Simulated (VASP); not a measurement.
# Fe: single point with revPBE

Fe:

```xyz
3
Lattice="3.7724 0.0000 0.0000 -1.8862 3.2670 0.0000 0.0000 0.0000 2.3711" Properties=species:S:1:pos:R:3 pbc="T T T"
Fe    0.0000    0.0000    0.0000
Fe    0.0000    2.1780    1.1855
Fe    1.8862    1.0890    1.1855
```

This isn't the form of Fe at room conditions, which is bcc.

```yaml
Program: VASP 6.6.1
Task: single point
Functional: revPBE
Potentials_or_basis: VASP PAW PBE potentials, release 64 (Fe)
Cutoff: 520 eV
k_mesh: 11 × 11 × 14
Occupations: fermi-dirac, width 0.1 eV
Spin: no spin polarisation
```

```yaml
Pressure: 25.3 GPa
Band_gap_on_the_k_mesh: zero (bands 12 and 13 overlap by 1.64 eV)
```

Stress tensor (GPa, compression positive):
```
26.16  0.00  0.00
 0.00 26.16  0.00
 0.00  0.00 23.50
```

Levels at points of the mesh, in eV from the Fermi level:
| k point | band 10 | band 11 | band 12 | band 13 | band 14 | band 15 |
| --- | --- | --- | --- | --- | --- | --- |
| (0.00, 0.00, 0.00) | -1.46 | -0.95 | -0.95 | -0.86 | -0.86 | 1.05 |
| (0.00, 0.00, 0.50) | -1.43 | 0.45 | 0.45 | 0.84 | 0.84 | 1.53 |

Run time: 93 s on 1 thread of Intel Xeon 8259CL, on a shared host, peak memory 0.18 GiB.

Caveat: the cell stands under pressure; the PAW data sets were made with another functional, which shifts forces and pressure a little; the run has no spin polarisation, though such a crystal can be magnetic. Spin polarisation is off, so any magnetic state and its effect on volume and gap are missing.
